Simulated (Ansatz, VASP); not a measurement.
## One calculation of Cl, two programs

```
CELL_PARAMETERS angstrom
12.00000 0.00000 0.00000
0.00000 12.30000 0.00000
0.00000 0.00000 12.60000
ATOMIC_POSITIONS crystal
Cl 0.50000 0.50000 0.42019
Cl 0.50000 0.50000 0.57981
```

Alike in both runs: functional revPBE; k mesh 1 × 1 × 1; occupations fermi-dirac, width 0.01 eV; no spin polarisation.

Ansatz relaxed the structure, and its values are those at the end. VASP's run is a single point on that final structure, the one shown.

|  | VASP | Ansatz |
| --- | --- | --- |
| version | VASP 6.6.1 | Ansatz 0.2.0 |
| potentials or method | VASP PAW PBE potentials, release 64 (Cl), cutoff 520 eV | plane waves (420 eV) with PAW, scalar-relativistic |
| valence electrons in the cell | 14 | 14 |

```tsv
	VASP	Ansatz	Ansatz less VASP
rms of the force components (eV/Å)	0.116	0.000	-0.1158
```

VASP's potentials were made for PBE, not for revPBE. One of these differences is far larger than is usual between the two programs; its cause wasn't traced.
